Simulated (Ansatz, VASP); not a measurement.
**BeZn2Se3: VASP beside Ansatz**

```
Be Zn Se
1.0
     4.70813    0.00000    0.00000
    -2.35407    4.07736    0.00000
     0.00000    0.00000    8.99484
Be Zn Se
1 2 3
Cartesian
  0.0000 0.0000 0.0000
  0.0000 0.0000 2.2116
  0.0000 0.0000 6.7832
  0.0000 2.7182 0.0000
  2.3541 1.3591 0.0000
  0.0000 0.0000 4.4974
```

Alike in both runs: functional PBE; k mesh 12 × 12 × 4; occupations gaussian, width 0.1 eV; no spin polarisation.

Ansatz relaxed the structure, and its values are those at the end. VASP's run is a single point on that final structure, the one shown.

|  | VASP | Ansatz |
| --- | --- | --- |
| version | VASP 6.6.1 | Ansatz 0.2.0 |
| potentials or method | VASP PAW PBE potentials, release 64 (Be, Zn, Se), cutoff 520 eV | scalar-relativistic, plane waves, PAW |
| valence electrons in the cell | 44 | 74 |

|  | VASP | Ansatz | Ansatz less VASP |
| --- | --- | --- | --- |
| gap on the k mesh at the Fermi level (eV) | none | none | - |
| pressure (GPa) | 0.1 | 0.0 | -0.09 |
| rms of the force components (eV/Å) | 0.010 | 0.000 | -0.0099 |

A gap of «none» marks a metal or a gap that the smearing closes. With one functional, cell and mesh, what is left measures potentials, basis and numerics. VASP's potentials hold 44 valence electrons a cell and Ansatz's 74, so a difference there can come from the potentials and not from the codes.
